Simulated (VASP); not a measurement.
A run of VASP 6.6.1:

Contents of INCAR:

```
SYSTEM = PbF2
ALGO = Normal ; EDIFF = 1E-6
ENCUT = 520 ; GGA = PE
ISIF = 2 ; ISMEAR = 0
LASPH = .TRUE. ; LCHARG = .FALSE.
LREAL = .FALSE. ; LWAVE = .FALSE.
NBANDS = 21 ; NELM = 60
PREC = Accurate ; SIGMA = 0.05
```

The input KPOINTS:

```
k-points
0
G
  10 10 10
  0 0 0
```

File POSCAR:

```
PbF2
1.0
    2.1489963928      1.2407236458      3.5116354992
   -2.1489963928      1.2407236458      3.5116354992
    0.0000000000     -2.4814472917      3.5116354992
Pb F
1 2
Direct
    0.0000000000      0.0000000000      0.0000000000
    0.2499510902      0.2499510902      0.2499510902
    0.7500489098      0.7500489098      0.7500489098
```

Potentials or basis: VASP PAW PBE potentials, release 64 (Pb_d, F).

Command:

```bash
$ cat potpaw_PBE.64/Pb_d/POTCAR potpaw_PBE.64/F/POTCAR > POTCAR
$ mpirun -np 1 vasp_std > vasp.out
```

Hardware: 1 thread of Oxide Virtual Turin-like Processor (shared host).

Task: Estimate the wall time of this run.

Result: Wall time 73 s on 1 thread of Oxide Virtual Turin-like Processor, with other jobs on the host, peak memory 0.23 GiB. Counts: scf iterations 14, k points 116.
